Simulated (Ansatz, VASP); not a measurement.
## Ti in VASP and in Ansatz

POSCAR

```
Ti
1.0
    4.5680217062      0.0000000000      0.0000000000
   -2.2840108531      3.9560228426      0.0000000000
    0.0000000000      0.0000000000      2.8245629368
Ti
3
Direct
   -0.0690605418     -0.0505558254      0.0000000000
    0.3333333333      0.6666666667      0.5000000000
    0.6666666667      0.3333333333      0.5000000000
```

Contents of INCAR.step1:

```
PREC = Accurate ; ENCUT = 520
ISMEAR = 0 ; SIGMA = 0.15
LREAL = F ; LASPH = T
NELM = 60 ; NBANDS = 25
GGA = PE ; ALGO = Normal
EDIFF = 1E-4 ; LWAVE = T
LCHARG = F
```

Contents of INCAR.step2:

```
PREC = Accurate ; ENCUT = 520
EDIFF = 1E-6 ; ISMEAR = 0
SIGMA = 0.15 ; LREAL = F
LASPH = T ; NELM = 60
ALGO = Normal ; ISIF = 2
LWAVE = F ; LCHARG = T
METAGGA = R2SCAN ; LMIXTAU = T
LELF = T ; LVHAR = T
NBANDS = 25 ; ISTART = 1
```

File KPOINTS:

```
regular mesh
0
Gamma
  12 12 16
```

Input for Ansatz:

```yaml
crystal:
  lattice:
    - [4.5680217062, 0.0, 0.0]
    - [-2.2840108531, 3.9560228426, 0.0]
    - [0.0, 0.0, 2.8245629368]
  atoms:
    - { symbol: Ti, position: [-0.0690605418, -0.0505558254, 0.0] }
    - { symbol: Ti, position: [0.3333333333, 0.6666666667, 0.5] }
    - { symbol: Ti, position: [0.6666666667, 0.3333333333, 0.5] }
basis:
  ecutwfc: 500
kpoints:
  mp_grid: { grid: [12, 12, 16] }
hamiltonian:
  xc: r2scan
scf:
  occupations: { method: gaussian, width: 0.15 }
output:
  forces: true
  stress: true
  eigenvalues: true
```

Alike in both runs: task single point; functional r2SCAN; k mesh 12 × 12 × 16; occupations gaussian, width 0.15 eV; no spin polarisation.

|  | VASP | Ansatz |
| --- | --- | --- |
| version | VASP 6.6.1 | Ansatz 0.2.0 |
| potentials or method | VASP PAW PBE potentials, release 64 (Ti_sv), cutoff 520 eV | scalar-relativistic, plane waves, PAW |
| valence electrons in the cell | 36 | 36 |

|  | VASP | Ansatz | Ansatz less VASP |
| --- | --- | --- | --- |
| gap on the k mesh at the Fermi level (eV) | none | none | - |
| pressure (GPa) | 2.5 | 2.1 | -0.43 |
| traceless stress, the component that is largest in VASP (GPa) | -1.71 | -1.67 | +0.035 |
| rms of the force components (eV/Å) | 0.590 | 0.580 | -0.0100 |

VASP's potentials were made for PBE, not for r2SCAN. Atom by atom the forces differ by 0.010 eV/Å (rms over components). A gap of «none» marks a metal or a gap that the smearing closes.
